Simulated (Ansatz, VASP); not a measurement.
## Two plane-wave programs on Cu

```
Cu
1.0
     0.00000    1.78126    1.78126
     1.78126    0.00000    1.78126
     1.78126    1.78126    0.00000
Cu
1
Direct
  0.00000 0.00000 0.00000
```

Alike in both runs: functional PBE; dispersion D3(BJ); k mesh 20 × 20 × 20; occupations gaussian, width 0.1 eV; no spin polarisation.

Ansatz relaxed the structure, and its values are those at the end. VASP's run is a single point on that final structure, the one shown.

|  | VASP | Ansatz |
| --- | --- | --- |
| version | VASP 6.6.1 | Ansatz 0.2.0 |
| potentials or method | VASP PAW PBE potentials, release 64 (Cu_sv_GW), cutoff 820 eV | scalar-relativistic, plane waves, PAW |
| valence electrons in the cell | 19 | 19 |

Ansatz gave:

```
gap on the k mesh at the Fermi level (eV) : none
pressure (GPa)                            : 0.0
```

Question: Which values does VASP return?

Answer: gap on the k mesh at the Fermi level (eV): none; pressure (GPa): -1.2.

A gap of «none» marks a metal or a gap that the smearing closes.
